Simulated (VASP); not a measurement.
# Fe (Im-3m) in VASP: notebook

The runs below take Fe through single point, with PBEsol, PBE, r2SCAN.

All numbers are computed with VASP 6.6.1; they aren't measurements. Logs are shortened: lines on timing, memory, paths and dates and some standing lists are left out, and cuts for length are marked.

**1. The cell of the first run**

Symmetry: Im-3m, No. 229, cubic system. Conventional cell: a = 2.787 Å, b = 2.787 Å, c = 2.787 Å, α = 90.00°, β = 90.00°, γ = 90.00°. Within 3.2 Å of Fe (site symmetry m-3m) lie 14 Fe at 2.41 to 2.79 Å.

**2. Single point, PBEsol, collinear spin, ferromagnetic start**

File INCAR:

```
PREC = Accurate ; ENCUT = 520
EDIFF = 1E-7 ; ISMEAR = -1
SIGMA = 0.05 ; LREAL = False
LASPH = True ; NELM = 150
ALGO = Normal ; ISIF = 2
LWAVE = False ; LCHARG = False
ISPIN = 2 ; MAGMOM = 2.2
LORBIT = 11 ; LMAXMIX = 4
GGA = PS ; NBANDS = 14
```

File KPOINTS:

```
Automatic mesh
0
Gamma
  13 13 13
```

File POSCAR:

```
Fe
1.0
   -1.3935430000      1.3935430000      1.3935430000
    1.3935430000     -1.3935430000      1.3935430000
    1.3935430000      1.3935430000     -1.3935430000
Fe
1
Direct
    0.0000000000      0.0000000000      0.0000000000
```

Potentials or basis: VASP PAW PBE potentials, release 64 (Fe).

On the command line:

```sh
cat potpaw_PBE.64/Fe/POTCAR > POTCAR
mpirun -np 1 vasp_std > vasp.out
```

OUTCAR:

```text
PREC = Accurate
   ENCUT = 520
   EDIFF = 1E-7
   ISMEAR = -1
   LREAL = False
   LASPH = True
   NELM = 150
   ISIF = 2
   ISPIN = 2
   LORBIT = 11
   GGA = PS

 ion  position               nearest neighbor table
   1  0.000  0.000  0.000-

  LATTYP: Found a body centered cubic cell.
 ALAT       =     2.7870860000

  Lattice vectors:

 A1 = (  -1.3935430000,   1.3935430000,   1.3935430000)
 A2 = (   1.3935430000,  -1.3935430000,   1.3935430000)
 A3 = (   1.3935430000,   1.3935430000,  -1.3935430000)

Analysis of symmetry for initial positions (statically):
=====================================================================
 Subroutine PRICEL returns:
 Original cell was already a primitive cell.

 Routine SETGRP: Setting up the symmetry group for a
 body centered cubic supercell.

 Subroutine GETGRP returns: Found 48 space group operations
 (whereof 48 operations were pure point group operations)
 out of a pool of 48 trial point group operations.

The static configuration has the point symmetry O_h .

Analysis of symmetry for dynamics (positions and initial velocities):
=====================================================================
 Subroutine PRICEL returns:
 Original cell was already a primitive cell.

 Routine SETGRP: Setting up the symmetry group for a
 body centered cubic supercell.

 Subroutine GETGRP returns: Found 48 space group operations
 (whereof 48 operations were pure point group operations)
 out of a pool of 48 trial point group operations.

The dynamic configuration has the point symmetry O_h .

Analysis of structural, dynamic, and magnetic symmetry:
=====================================================================
 Subroutine PRICEL returns:
 Original cell was already a primitive cell.

 Routine SETGRP: Setting up the symmetry group for a
 body centered cubic supercell.

 Subroutine GETGRP returns: Found 48 space group operations
 (whereof 48 operations were pure point group operations)
 out of a pool of 48 trial point group operations.

The overall configuration has the point symmetry O_h .

 Subroutine INISYM returns: Found 48 space group operations
 (whereof 48 operations are pure point group operations),
 and found     1 'primitive' translations

----------------------------------------------------------------------------------------

                                     Primitive cell

  volume of cell :      10.8248

  direct lattice vectors                    reciprocal lattice vectors
    -1.393543000  1.393543000  1.393543000     0.000000000  0.358797683  0.358797683
     1.393543000 -1.393543000  1.393543000     0.358797683  0.000000000  0.358797683
     1.393543000  1.393543000 -1.393543000     0.358797683  0.358797683  0.000000000

  length of vectors
     2.413687279  2.413687279  2.413687279     0.507416550  0.507416550  0.507416550

  position of ions in fractional coordinates (direct lattice)
     0.000000000  0.000000000  0.000000000

  ion indices of the primitive-cell ions
   primitive index   ion index
                 1           1

----------------------------------------------------------------------------------------

 KPOINTS: Automatic mesh

Automatic generation of k-mesh.
 Grid dimensions read from file:
 generate k-points for:   13   13   13

 Generating k-lattice:

  Cartesian coordinates                     Fractional coordinates (reciprocal lattice)
     0.000000000  0.027599822  0.027599822     0.076923077  0.000000000  0.000000000
     0.027599822  0.000000000  0.027599822     0.000000000  0.076923077  0.000000000
     0.027599822  0.027599822  0.000000000     0.000000000  0.000000000  0.076923077

  Length of vectors
     0.039032042  0.039032042  0.039032042

  Shift w.r.t. Gamma in fractional coordinates (k-lattice)
     0.000000000  0.000000000  0.000000000

 Subroutine IBZKPT returns following result:
 ===========================================

 Found     84 irreducible k-points:

 Following reciprocal coordinates:
            Coordinates               Weight
  0.000000  0.000000  0.000000      1.000000
  0.076923  0.000000  0.000000     12.000000
  0.153846  0.000000  0.000000     12.000000
  0.230769  0.000000  0.000000     12.000000
  0.307692  0.000000  0.000000     12.000000
  0.384615  0.000000  0.000000     12.000000
[... 16 lines left out ...]
  0.153846  0.076923  0.076923     24.000000
  0.230769  0.076923  0.076923     24.000000
 [... further k-points ...]
   k-points           NKPTS =     84   k-points in BZ     NKDIM =     84   number of bands    NBANDS=     14
   number of dos      NEDOS =    301   number of ions     NIONS =      1
   total plane-waves  NPLWV =   5832
   dimension x,y,z NGX =    18 NGY =   18 NGZ =   18
   dimension x,y,z NGXF=    36 NGYF=   36 NGZF=   36
   ions per type =               1
   NGX,Y,Z   is equivalent  to a cutoff of  12.40, 12.40, 12.40 a.u.
   NGXF,Y,Z  is equivalent  to a cutoff of  24.80, 24.80, 24.80 a.u.
 SYSTEM =  unknown system
   PREC   = accura    normal or accurate (medium, high low for compatibility)
   ISTART =      0    job   : 0-new  1-cont  2-samecut
   ICHARG =      2    charge: 1-file 2-atom 10-const
   ISPIN  =      2    spin polarized calculation?
   LNONCOLLINEAR =      F non collinear calculations
   LSORBIT =      F    spin-orbit coupling
   LASPH  =      T    aspherical Exc in radial PAW
   ENCUT  =  520.0 eV  38.22 Ry    6.18 a.u.   4.49  4.49  4.49*2*pi/ulx,y,z
   NELM   =    150;   NELMIN=  2; NELMDL= -5     # of ELM steps
   EDIFF  = 0.1E-06   stopping-criterion for ELM
   LREAL  =      F    real-space projection
   EDIFFG = 0.1E-05   stopping-criterion for IOM
   NSW    =      0    number of steps for IOM
   IBRION =     -1    ionic relax: 0-MD 1-quasi-New 2-CG
   NFREE  =      0    steps in history (QN), initial steepest desc. (CG)
   ISIF   =      2    stress and relaxation
   ISYM   =      2    0-nonsym 1-usesym 2-fastsym
   POTIM  = 0.5000    time-step for ionic-motion
   TEBEG  =    0.0;   TEEND  =   0.0 temperature during run
   PSTRESS=    0.0 pullay stress
   NELECT =       8.0000    total number of electrons
   NUPDOWN=      -1.0000    fix difference up-down
   EMIN   =  10.00;   EMAX   =-10.00  energy-range for DOS
   EFERMI =   0.00;   METHOD = LEGACY
   ISMEAR =    -1;   SIGMA  =   0.05  broadening in eV -4-tet -1-fermi 0-gaus
   EFERMI_NEDOS =   21; number of points for ismear=-14 and -15
   IALGO  =     38    algorithm
   IMIX   =      4    mixing-type and parameters
     AMIX     =   0.40;   BMIX     =  1.00
     AMIX_MAG =   1.60;   BMIX_MAG =  1.00
  volume/ion in A,a.u.               =      10.82        73.05
  Fermi-wavevector in a.u.,A,eV,Ry     =   1.480123  2.797027 29.807153  2.190764
  Thomas-Fermi vector in A             =   2.594196
   LORBIT       =     11    0 simple, 1 ext, 2 COOP (PROOUT), +10 PAW based schemes
   GGA     = PS    functional components
   LHFCALC =     F    Hartree Fock is set to
   AEXX    =    0.0000 exact exchange contribution
   IVDW    =     0    specifies the selected vdW correction
   LEPSILON=     F    determine dielectric tensor
   LRPA    =     F    only Hartree local field effects (RPA)
 spin polarized calculation
  energy-cutoff  :      520.00
  volume of cell :       10.82
 maximum number of plane-waves:       321
 NGX is ok and might be reduce to    18
   NGX =  9   NGY =  9   NGZ =  9

 number of electron       8.0000003 magnetization       2.0727764

 Free energy of the ion-electron system (eV)
  ---------------------------------------------------
  ext. energy  EPLUGINS =         0.00000000
  ---------------------------------------------------
  free energy    TOTEN  =        -8.92210115 eV

  energy without entropy =       -8.91332661  energy(sigma->0) =       -8.91771388

 E-fermi :   6.2293     XC(G=0): -13.5562

 val. band max:        6.2246855665   @ k =  -0.2308   0.3077   0.1538
 cond. band min:       6.2400305558   @ k =  -0.3846   0.4615   0.2308
 fundamental gap:      0.0153449893
 Fermi energy:         6.2292887720

 spin component 1

 k-point     1 :       0.0000    0.0000    0.0000
  band No.  band energies     occupation
      1      -2.6286      1.00000
      2       3.7927      1.00000
      3       3.7927      1.00000
      4       3.7927      1.00000
      5       5.1441      1.00000
      6       5.1441      1.00000
      7      31.5809      0.00000
      8      31.5809      0.00000
      9      31.5809      0.00000
     10      37.0030      0.00000
     11      37.0030      0.00000
     12      39.5699      0.00000
     13      39.5699      0.00000
     14      39.5699      0.00000
[... 375 lines left out ...]
 k-point    24 :       0.2308    0.0769    0.0769
  band No.  band energies     occupation
      1       0.8827      1.00000
      2       2.8874      1.00000
      3       3.3166      1.00000
      4       5.0910      1.00000
      5       5.2635      1.00000
      6       6.4162      0.02325
      7      20.0551      0.00000
      8      24.0831      0.00000
      9      26.3132      0.00000
     10      33.5188      0.00000
     11      38.0121      0.00000
     12      40.1315      0.00000
     13      42.1235      0.00000
     14      45.6904      0.00000

 [... further k-points ...]

 spin component 2

 k-point     1 :       0.0000    0.0000    0.0000
  band No.  band energies     occupation
      1      -2.3723      1.00000
      2       5.5913      1.00000
      3       5.5913      1.00000
      4       5.5914      1.00000
      5       7.6987      0.00000
      6       7.6988      0.00000
      7      31.5021      0.00000
      8      31.5021      0.00000
      9      31.5021      0.00000
     10      37.3239      0.00000
     11      37.3239      0.00000
     12      40.2683      0.00000
     13      40.2683      0.00000
     14      40.2683      0.00000
[... 375 lines left out ...]
 k-point    24 :       0.2308    0.0769    0.0769
  band No.  band energies     occupation
      1       1.4117      1.00000
      2       4.5238      1.00000
      3       4.8058      1.00000
      4       7.5070      0.00000
      5       7.8361      0.00000
      6       8.2706      0.00000
      7      20.8523      0.00000
      8      24.5565      0.00000
      9      27.0182      0.00000
     10      33.6810      0.00000
     11      38.6196      0.00000
     12      40.4574      0.00000
     13      42.5086      0.00000
     14      46.2561      0.00000

 [... further k-points ...]
[... 5 lines left out ...]
  --------------------------------------------------------------------------------------
  -------------------------------------------------------------------------------------
  Total       -0.0472518     -0.0472518     -0.0472518     -0.0000000     -0.0000000     -0.0000000
  in kB       -6.9937077     -6.9937077     -6.9937077     -0.0000000     -0.0000000     -0.0000000
  external PRESSURE =      -6.9937077 kB  Pullay stress =       0.0000000 kB

 VOLUME and BASIS-vectors are now :
 -----------------------------------------------------------------------------
  energy-cutoff  :      520.00
  volume of cell :       10.82
      direct lattice vectors                 reciprocal lattice vectors
    -1.393543000  1.393543000  1.393543000     0.000000000  0.358797683  0.358797683
     1.393543000 -1.393543000  1.393543000     0.358797683  0.000000000  0.358797683
     1.393543000  1.393543000 -1.393543000     0.358797683  0.358797683  0.000000000

 POSITION                                       TOTAL-FORCE (eV/Angst)
 -----------------------------------------------------------------------------------
      0.00000      0.00000      0.00000        -0.000000     -0.000000     -0.000000
 -----------------------------------------------------------------------------------
    total drift:                                0.000000     -0.000000      0.000000

  FREE ENERGIE OF THE ION-ELECTRON SYSTEM (eV)
  ---------------------------------------------------
  free  energy   TOTEN  =        -8.9221011462 eV

  energy  without entropy=       -8.9133266147  energy(sigma->0) =       -8.91771388

 total charge

# of ion       s       p       d       tot
------------------------------------------
    1        0.511   0.588   6.279   7.378

 magnetization (x)

# of ion       s       p       d       tot
------------------------------------------
    1       -0.013  -0.051   2.119   2.055
```

It took 26 s on 1 thread of AMD EPYC 7R43 (Zen 3), shared host; peak memory 0.1 GiB.

Results:

```
Free energy                                           : -8.9221 eV
Pressure                                              : -0.7 GPa
Net moment                                            : 2.07 μB per cell
Site moments                                          : Fe +2.06 μB
Valence electrons inside the program's atomic spheres : Fe 7.38
```

Caveat: the PAW data sets were made with another functional, which shifts forces and pressure a little.

(Part 1 of 2 ends here.)
